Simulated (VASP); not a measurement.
Wanted: the native input for a VASP 6.6.1 run.

```
Task                   : relaxation of the atoms
Functional             : PBEsol
Potentials or basis    : VASP PAW PBE potentials, release 64 (Si, Ni)
Cutoff                 : 520 eV
k mesh                 : 8 × 8 × 8
Occupations            : gaussian, width 0.1 eV
Spin                   : no spin polarisation
Dipole correction      : no
Further INCAR settings : ALGO = Fast; EDIFF = 1e-07; IBRION = 2; EDIFFG = -0.01; NSW = 50
```

The structure of SiNi lies in POSCAR:

```
SiNi
1.0
    4.6122037547      0.0000000000      0.0000000000
    0.0000000000      4.6122037547      0.0000000000
    0.0000000000      0.0000000000      4.6122037547
Si Ni
4 4
Direct
    0.8459158406      0.8459158406      0.8459158406
    0.6540841594      0.1540841594      0.3459158406
    0.3459158406      0.6540841594      0.1540841594
    0.1540841594      0.3459158406      0.6540841594
    0.1473946238      0.1473946238      0.1473946238
    0.3526053762      0.8526053762      0.6473946238
    0.6473946238      0.3526053762      0.8526053762
    0.8526053762      0.6473946238      0.3526053762
```

One way to write it, as run:

INCAR

```
PREC = Accurate
ENCUT = 520
EDIFF = 1E-7
ISMEAR = 0
SIGMA = 0.1
LREAL = False
LASPH = True
NELM = 80
ALGO = Fast
ISIF = 2
LWAVE = False
LCHARG = False
GGA = PS
IBRION = 2
NSW = 50
EDIFFG = -0.01
```

KPOINTS

```
regular mesh
0
Gamma
  8 8 8
```

Potentials or basis: VASP PAW PBE potentials, release 64 (Si, Ni).

The run is started by

```sh
$ cat potpaw_PBE.64/Si/POTCAR potpaw_PBE.64/Ni/POTCAR > POTCAR
$ mpirun -np 1 vasp_std > vasp.out
```

Results of the run:

```json
{
  "Energy gained by relaxing": "0.1 meV/atom",
  "Ionic steps": "6",
  "Pressure after relaxing": "-14.9 GPa",
  "Largest force after relaxing": "0.006 eV/Å",
  "Band gap on the k mesh": "zero (bands 28 and 29 overlap by 1.07 eV)"
}
```

Caveat: the PAW data sets were made with another functional, which shifts forces and pressure a little.

Wall time 9.8 min on 1 thread of Oxide Virtual Turin-like Processor, with other jobs on the host, peak memory 0.25 GiB.
